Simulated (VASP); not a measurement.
# Si16N in VASP: a series of runs

Si16N is run at these levels: PBE; tasks: single point.

Program: VASP 6.6.1. These are calculated values, not measurements. Logs are shortened: lines on timing, memory, paths and dates and some standing lists are left out, and cuts for length are marked.

## 1. The cell of the first run

The cell holds a slab with vacuum, 17 atoms: a = 7.702 Å, b = 6.365 Å, c = 19.753 Å, α = 90.00°, β = 90.00°, γ = 90.00°.

## 2. Single point, PBE, collinear spin, ferromagnetic start

The input, INCAR:

```
PREC     = Accurate       # precision mode
ENCUT    = 520            # plane-wave cutoff, eV
EDIFF    = 1E-6           # SCF threshold, eV
ISMEAR   = 0              # smearing method
SIGMA    = 0.05           # smearing width, eV
LREAL    = Auto         
LASPH    = True           # aspherical terms in the spheres
NELM     = 150            # most SCF steps
ALGO     = Fast           # electronic algorithm
ISIF     = 2              # what is computed and relaxed
LWAVE    = False          # write WAVECAR
LCHARG   = True           # write CHGCAR
ISPIN    = 2              # spin polarisation
MAGMOM   = 0 0 0 0 0 0 0 0 0 0 0 0 0 0 0 0 3 # initial moments
LORBIT   = 11             # projections on sites
LDIPOL   = True         
IDIPOL   = 3            
DIPOL    = 0.5 0.5 0.324
GGA      = PE             # functional
LELF     = True           # ELF
LVHAR    = True         
LVACPOTAV= True         
NBANDS   = 52             # bands
```

The input, KPOINTS:

```
Automatic mesh
0
Gamma
  4 4 1
```

The input, POSCAR:

```
Si16N
1.0
    7.7021644573      0.0000000000      0.0000000000
    0.0000000000      6.3646810416      0.0000000000
    0.0000000000      0.0000000000     19.7525435307
Si N
16 1
Direct
    0.0000000000      0.9370679285      0.2025055656
    0.5000000000      0.9370679285      0.2025055656
    0.0000000000      0.5629320715      0.2025055656
    0.5000000000      0.5629320715      0.2025055656
    0.2500000000      0.4370679285      0.2587875163
    0.7500000000      0.4370679285      0.2587875163
    0.2500000000      0.0629320715      0.2587875163
    0.7500000000      0.0629320715      0.2587875163
    0.2500000000      0.9333044702      0.3720589481
    0.7500000000      0.9333044702      0.3720589481
    0.2500000000      0.5666955298      0.3720589481
    0.7500000000      0.5666955298      0.3720589481
    0.0000000000      0.4259907582      0.4177964989
    0.5000000000      0.4259907582      0.4177964989
    0.0000000000      0.0740092418      0.4177964989
    0.5000000000      0.0740092418      0.4177964989
    0.0000000000      1.0926574249      0.5048744730
```

Potentials or basis: VASP PAW PBE potentials, release 64 (Si, N).

Run with:

```console
$ cat potpaw_PBE.64/Si/POTCAR potpaw_PBE.64/N/POTCAR > POTCAR
$ mpirun -np 1 vasp_std > vasp.out
```

OUTCAR:

```text
PREC = Accurate
   ENCUT = 520
   EDIFF = 1E-6
   ISMEAR = 0
   LREAL = Auto
   LASPH = True
   NELM = 150
   ISIF = 2
   ISPIN = 2
   LORBIT = 11
   GGA = PE

 ion  position               nearest neighbor table
   1  0.000  0.937  0.203-   7 2.36   8 2.36   3 2.38
   2  0.500  0.937  0.203-   7 2.36   8 2.36   4 2.38
   3  0.000  0.563  0.203-   5 2.36   6 2.36   1 2.38
   4  0.500  0.563  0.203-   5 2.36   6 2.36   2 2.38
   5  0.250  0.437  0.259-   3 2.36   4 2.36   7 2.38  11 2.38
   6  0.750  0.437  0.259-   3 2.36   4 2.36   8 2.38  12 2.38
   7  0.250  0.063  0.259-   1 2.36   2 2.36   5 2.38   9 2.38
   8  0.750  0.063  0.259-   1 2.36   2 2.36   6 2.38  10 2.38
   9  0.250  0.933  0.372-  15 2.31  16 2.31  11 2.33   7 2.38
  10  0.750  0.933  0.372-  15 2.31  16 2.31  12 2.33   8 2.38
  11  0.250  0.567  0.372-  13 2.31  14 2.31   9 2.33   5 2.38
  12  0.750  0.567  0.372-  13 2.31  14 2.31  10 2.33   6 2.38
  13  0.000  0.426  0.418-  15 2.24  12 2.31  11 2.31
  14  0.500  0.426  0.418-  16 2.24  12 2.31  11 2.31
  15  0.000  0.074  0.418-  17 1.72  13 2.24   9 2.31  10 2.31
  16  0.500  0.074  0.418-  14 2.24  10 2.31   9 2.31
  17  0.000  0.093  0.505-  15 1.72

  LATTYP: Found a simple orthorhombic cell.
 ALAT       =     6.3646810416
 B/A-ratio  =     1.2101414677
 C/A-ratio  =     3.1034616506

  Lattice vectors:

 A1 = (   0.0000000000,  -6.3646810416,   0.0000000000)
 A2 = (   7.7021644573,   0.0000000000,   0.0000000000)
 A3 = (   0.0000000000,   0.0000000000,  19.7525435307)

Analysis of symmetry for initial positions (statically):
=====================================================================
 Subroutine PRICEL returns:
 Original cell was already a primitive cell.

 Routine SETGRP: Setting up the symmetry group for a
 simple orthorhombic supercell.

 Subroutine GETGRP returns: Found  2 space group operations
 (whereof  2 operations were pure point group operations)
 out of a pool of  8 trial point group operations.

The static configuration has the point symmetry C_1h.

Analysis of symmetry for dynamics (positions and initial velocities):
=====================================================================
 Subroutine PRICEL returns:
 Original cell was already a primitive cell.

 Routine SETGRP: Setting up the symmetry group for a
 simple orthorhombic supercell.

 Subroutine GETGRP returns: Found  2 space group operations
 (whereof  2 operations were pure point group operations)
 out of a pool of  8 trial point group operations.

The dynamic configuration has the point symmetry C_1h.

Analysis of structural, dynamic, and magnetic symmetry:
=====================================================================
 Subroutine PRICEL returns:
 Original cell was already a primitive cell.

 Routine SETGRP: Setting up the symmetry group for a
 simple orthorhombic supercell.

 Subroutine GETGRP returns: Found  2 space group operations
 (whereof  2 operations were pure point group operations)
 out of a pool of  8 trial point group operations.

The overall configuration has the point symmetry C_1h.

 Subroutine INISYM returns: Found  2 space group operations
 (whereof  2 operations are pure point group operations),
 and found     1 'primitive' translations

----------------------------------------------------------------------------------------

                                     Primitive cell

  volume of cell :     968.3056

  direct lattice vectors                    reciprocal lattice vectors
     7.702164457  0.000000000  0.000000000     0.129833634  0.000000000  0.000000000
     0.000000000  6.364681042  0.000000000     0.000000000  0.157117064  0.000000000
     0.000000000  0.000000000 19.752543531     0.000000000  0.000000000  0.050626391

  length of vectors
[... 80 lines left out ...]
   total plane-waves  NPLWV = 432000
   dimension x,y,z NGX =    60 NGY =   48 NGZ =  150
   dimension x,y,z NGXF=   120 NGYF=   96 NGZF=  300
   ions per type =              16   1
   NGX,Y,Z   is equivalent  to a cutoff of  12.95, 12.54, 12.62 a.u.
   NGXF,Y,Z  is equivalent  to a cutoff of  25.90, 25.08, 25.25 a.u.
 SYSTEM =  unknown system
   PREC   = accura    normal or accurate (medium, high low for compatibility)
   ISTART =      0    job   : 0-new  1-cont  2-samecut
   ICHARG =      2    charge: 1-file 2-atom 10-const
   ISPIN  =      2    spin polarized calculation?
   LNONCOLLINEAR =      F non collinear calculations
   LSORBIT =      F    spin-orbit coupling
   LASPH  =      T    aspherical Exc in radial PAW
   ENCUT  =  520.0 eV  38.22 Ry    6.18 a.u.  14.32 11.83 36.73*2*pi/ulx,y,z
   NELM   =    150;   NELMIN=  2; NELMDL= -5     # of ELM steps
   EDIFF  = 0.1E-05   stopping-criterion for ELM
   LREAL  =      T    real-space projection
   EDIFFG = 0.1E-04   stopping-criterion for IOM
   NSW    =      0    number of steps for IOM
   IBRION =     -1    ionic relax: 0-MD 1-quasi-New 2-CG
   NFREE  =      0    steps in history (QN), initial steepest desc. (CG)
   ISIF   =      2    stress and relaxation
   ISYM   =      2    0-nonsym 1-usesym 2-fastsym
   POTIM  = 0.5000    time-step for ionic-motion
   TEBEG  =    0.0;   TEEND  =   0.0 temperature during run
   PSTRESS=    0.0 pullay stress
   NELECT =      69.0000    total number of electrons
   NUPDOWN=      -1.0000    fix difference up-down
   EMIN   =  10.00;   EMAX   =-10.00  energy-range for DOS
   EFERMI =   0.00;   METHOD = LEGACY
   ISMEAR =     0;   SIGMA  =   0.05  broadening in eV -4-tet -1-fermi 0-gaus
   EFERMI_NEDOS =   21; number of points for ismear=-14 and -15
   IALGO  =     68    algorithm
   IMIX   =      4    mixing-type and parameters
     AMIX     =   0.40;   BMIX     =  1.00
     AMIX_MAG =   1.60;   BMIX_MAG =  1.00
  volume/ion in A,a.u.               =      56.96       384.38
  Fermi-wavevector in a.u.,A,eV,Ry     =   0.678714  1.282584  6.267567  0.460653
  Thomas-Fermi vector in A             =   1.756699
   LORBIT       =     11    0 simple, 1 ext, 2 COOP (PROOUT), +10 PAW based schemes
   GGA     = PE    functional components
   LHFCALC =     F    Hartree Fock is set to
   AEXX    =    0.0000 exact exchange contribution
   IVDW    =     0    specifies the selected vdW correction
   LEPSILON=     F    determine dielectric tensor
   LRPA    =     F    only Hartree local field effects (RPA)
 spin polarized calculation
 RMM-DIIS sequential band-by-band and
 Gauss-broadening in eV      SIGMA  =   0.05
  energy-cutoff  :      520.00
  volume of cell :      968.31
 maximum number of plane-waves:     26115
 NGX is ok and might be reduce to    60
   NGX = 29   NGY = 23   NGZ = 73

 dipolmoment           0.000000      0.000000     -0.249128 electrons x Angstroem

 number of electron      69.0000000 magnetization       1.2380188

 dipolmoment           0.000000      0.000000      0.280501 electrons x Angstroem

 Free energy of the ion-electron system (eV)
  ---------------------------------------------------
  ext. energy  EPLUGINS =         0.00000000
  ---------------------------------------------------
  free energy    TOTEN  =       -84.61507848 eV

  energy without entropy =      -84.60777760  energy(sigma->0) =      -84.61142804

 E-fermi :  -1.4994     XC(G=0):  -3.9794

 val. band max:       -1.5157449348   @ k =   0.0000   0.0000   0.0000
 cond. band min:      -1.4968061434   @ k =   0.5000   0.5000   0.0000
 fundamental gap:      0.0189387913
 Fermi energy:        -1.4994132393

 spin component 1

 k-point     1 :       0.0000    0.0000    0.0000
  band No.  band energies     occupation
      1     -16.0027      1.00000
      2     -12.9455      1.00000
      3     -11.6649      1.00000
      4     -11.3802      1.00000
      5     -10.7075      1.00000
      6     -10.2767      1.00000
[... 430 lines left out ...]
     45       1.8650      0.00000
     46       1.9563      0.00000
 Fermi energy:        -1.4994132393

 spin component 2

 k-point     1 :       0.0000    0.0000    0.0000
  band No.  band energies     occupation
      1     -14.6542      1.00000
      2     -12.8738      1.00000
      3     -11.6282      1.00000
      4     -11.3592      1.00000
      5     -10.7130      1.00000
      6     -10.1853      1.00000
[... 430 lines left out ...]
     45       1.8874      0.00000
     46       1.9594      0.00000
 [bands above 46 left out]

------------------------ aborting loop because EDIFF is reached ----------------------------------------

  FORCE on cell =-STRESS in cart. coord.  units (eV):
  Direction    XX          YY          ZZ          XY          YZ          ZX
  --------------------------------------------------------------------------------------
  -------------------------------------------------------------------------------------
  Total        3.5437094     -0.6491306     -2.4594461      0.0000000      1.4748661      0.0000000
  in kB        5.8634904     -1.0740642     -4.0694474      0.0000000      2.4403421      0.0000000
  external PRESSURE =       0.2399929 kB  Pullay stress =       0.0000000 kB

 VOLUME and BASIS-vectors are now :
 -----------------------------------------------------------------------------
  energy-cutoff  :      520.00
  volume of cell :      968.31
      direct lattice vectors                 reciprocal lattice vectors
     7.702164457  0.000000000  0.000000000     0.129833634  0.000000000  0.000000000
     0.000000000  6.364681042  0.000000000     0.000000000  0.157117064  0.000000000
     0.000000000  0.000000000 19.752543531     0.000000000  0.000000000  0.050626391

 POSITION                                       TOTAL-FORCE (eV/Angst)
 -----------------------------------------------------------------------------------
      0.00000      5.96414      4.00000         0.000000     -0.799305      0.617280
      3.85108      5.96414      4.00000         0.000000     -0.583012      0.579491
      0.00000      3.58288      4.00000         0.000000      0.817123      0.634315
      3.85108      3.58288      4.00000         0.000000      0.596729      0.563104
      1.92554      2.78180      5.11171        -0.004249     -0.015846     -0.580588
      5.77662      2.78180      5.11171         0.004249     -0.015846     -0.580588
[... 9 lines left out ...]
      3.85108      0.47105      8.25254         0.000000      0.091657     -0.049036
      0.00000      0.58973      9.97256         0.000000      0.608891      0.072508
 -----------------------------------------------------------------------------------
    total drift:                               -0.000000     -0.000124     -0.030173

  FREE ENERGIE OF THE ION-ELECTRON SYSTEM (eV)
  ---------------------------------------------------
  free  energy   TOTEN  =       -84.6150784846 eV

  energy  without entropy=      -84.6077775961  energy(sigma->0) =      -84.61142804

 vacuum level on the upper side and lower side of the slab         4.279         3.243

 total charge

# of ion       s       p       d       tot
------------------------------------------
    1        0.793   0.836   0.000   1.629
    2        0.793   0.836   0.000   1.628
    3        0.792   0.836   0.000   1.628
    4        0.795   0.834   0.000   1.629
    5        0.763   0.887   0.000   1.651
    6        0.763   0.887   0.000   1.651
[... 9 lines left out ...]
   16        0.783   0.896   0.000   1.679
   17        1.334   2.157   0.000   3.491
--------------------------------------------------
tot         13.708  16.455   0.000  30.163

 magnetization (x)

# of ion       s       p       d       tot
------------------------------------------
    1        0.005   0.032   0.000   0.037
    2       -0.009  -0.043   0.000  -0.051
    3       -0.005  -0.037   0.000  -0.042
    4        0.010   0.063   0.000   0.073
    5       -0.002  -0.002   0.000  -0.004
    6       -0.002  -0.002   0.000  -0.004
[... 9 lines left out ...]
   16       -0.002  -0.013   0.000  -0.015
   17        0.018   0.795   0.000   0.813
--------------------------------------------------
tot          0.020   0.801   0.000   0.821
```

Run time: 68 min. Hardware: 1 thread of Oxide Virtual Turin-like, shared host; peak memory 1.5 GiB.

Results:

```
Free energy                                           : -84.6151 eV
Largest force                                         : 1.034 eV/Å
Net moment                                            : 1.24 μB per cell
Site moments                                          : Si +0.04, -0.05, -0.04, +0.07, -0.00, +0.00, +0.03, +0.01, -0.07, +0.02, -0.03, -0.01 (each value once); N +0.81 μB
Valence electrons inside the program's atomic spheres : Si 1.63, 1.65, 1.70, 1.69, 1.67, 1.68, 1.76 (each value once); N 3.49
```

Forces in eV/Å, atoms in the order of the input:
```
Si   0.000 -0.799  0.617
Si   0.000 -0.583  0.579
Si   0.000  0.817  0.634
Si   0.000  0.597  0.563
Si  -0.004 -0.016 -0.581
Si   0.004 -0.016 -0.581
Si   0.063 -0.033 -0.555
Si  -0.063 -0.033 -0.555
Si   0.212 -0.153 -0.353
Si  -0.212 -0.153 -0.353
Si   0.019  0.012  0.076
Si  -0.019  0.012  0.076
Si   0.000  0.287  0.177
Si   0.000 -0.092 -0.007
Si   0.000 -0.549  0.237
Si   0.000  0.092 -0.049
N    0.000  0.609  0.073
```

[end of part 1 of 2]
